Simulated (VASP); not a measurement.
A run of VASP 6.6.1:

INCAR

```
  ALGO = Normal
  EDIFF = 1E-6
  ENCUT = 520
  GGA = PS
  ISIF = 2
  ISMEAR = -1
  LASPH = T
  LCHARG = T
  LELF = T
  LREAL = Auto
  LVHAR = T
  LWAVE = F
  NBANDS = 56
  NELM = 60
  PREC = Accurate
  SIGMA = 0.05
```

KPOINTS

```
Automatic mesh
0
Gamma
  2 2 2
  0.5 0.5 0.5
```

The input POSCAR:

```
Be3ZnSe4
1.0
   10.5099190000      0.0000000000      0.0000000000
    0.0000000000      5.2549590000      0.0000000000
    0.0000000000      0.0000000000      5.2549590000
Be Zn Se
6 2 8
Direct
    0.0024890000      0.9823270000      0.9979150000
    0.2464790000      0.5161890000      0.0046810000
    0.7448120000      0.5008950000      0.0066370000
    0.2505640000      0.9947730000      0.5008560000
    0.7441980000      0.9905040000      0.4867760000
    0.5031610000      0.5051010000      0.5076620000
    0.5042760000      0.9996950000      0.9943820000
    0.9958880000      0.5016420000      0.4969110000
    0.1181470000      0.2370180000      0.2442390000
    0.6212820000      0.2533030000      0.2432030000
    0.3706050000      0.7382680000      0.2563780000
    0.8813920000      0.7494840000      0.2415030000
    0.3823930000      0.2472720000      0.7536530000
    0.8799410000      0.2465370000      0.7375980000
    0.1244570000      0.7494510000      0.7617730000
    0.6251720000      0.7513560000      0.7580930000
```

Potentials or basis: VASP PAW PBE potentials, release 64 (Be, Zn, Se).

The run is started by

```console
$ cat potpaw_PBE.64/Be/POTCAR potpaw_PBE.64/Zn/POTCAR potpaw_PBE.64/Se/POTCAR > POTCAR
$ mpirun -np 1 vasp_std > vasp.out
```

Hardware: 1 thread of Intel(R) Xeon(R) Platinum 8375C CPU @ 2.90GHz (Ice Lake), on a shared host.

Question: How long does it take, and how much memory?

Answer: It took 2.7 min on 1 thread of Intel(R) Xeon(R) Platinum 8375C CPU @ 2.90GHz (Ice Lake), with other jobs on the host, peak memory 0.33 GiB. Counts: scf iterations 15, k points 4.
